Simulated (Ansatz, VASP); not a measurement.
# Two plane-wave programs on CdTe

The input INCAR:

```
  ALGO = Normal
  EDIFF = 1E-7
  ENCUT = 520
  ISIF = 2
  ISMEAR = 0
  LASPH = True
  LCHARG = False
  LREAL = False
  LWAVE = False
  NBANDS = 16
  NELM = 80
  PREC = Accurate
  SIGMA = 0.05
```

KPOINTS

```
k-points
0
Gamma
  8 8 8
```

Contents of POSCAR:

```
CdTe
1.0
    0.0000000000      3.2013465333      3.3326530640
    3.3326530640      0.0000000000      3.3326530640
    3.3326530640      3.2013465333      0.0000000000
Cd Te
1 1
Direct
    0.0000000000      0.0000000000      0.0000000000
    0.7500000000      0.7500000000      0.7500000000
```

Input for Ansatz:

```yaml
crystal:
  lattice:
    - [0.0, 3.2013465333, 3.332653064]
    - [3.332653064, 0.0, 3.332653064]
    - [3.332653064, 3.2013465333, 0.0]
  atoms:
    - { symbol: Cd, position: [0.0, 0.0, 0.0] }
    - { symbol: Te, position: [0.75, 0.75, 0.75] }
basis:
  ecutwfc: 420
kpoints:
  mp_grid: { grid: [8, 8, 8] }
hamiltonian:
  xc: lda
  pseudopotentials: { kind: paw }
scf:
  occupations: { method: gaussian, width: 0.05 }
output:
  forces: true
  stress: true
  eigenvalues: true
```

Alike in both runs: task single point; functional LDA; k mesh 8 × 8 × 8; occupations gaussian, width 0.05 eV; no spin polarisation.

|  | VASP | Ansatz |
| --- | --- | --- |
| version | VASP 6.6.1 | Ansatz 0.2.0 |
| potentials or method | VASP PAW LDA potentials, release 64 (Cd, Te), cutoff 520 eV | scalar-relativistic, plane waves, PAW |
| valence electrons in the cell | 18 | 36 |

```csv
,VASP,Ansatz,Ansatz less VASP
gap on the k mesh at the Fermi level (eV),0.34,0.30,-0.038
least direct gap on the mesh (eV),0.34,0.30,-0.038
pressure (GPa),-2.8,-3.0,-0.19
"traceless stress, the component that is largest in VASP (GPa)",0.51,0.52,+0.004
```

LDA's correlation is that of Perdew and Zunger in VASP and of Perdew and Wang (1992) in Ansatz. VASP's potentials hold 18 valence electrons a cell and Ansatz's 36, so a difference there can come from the potentials and not from the codes.

Neither program's run includes spin-orbit coupling.
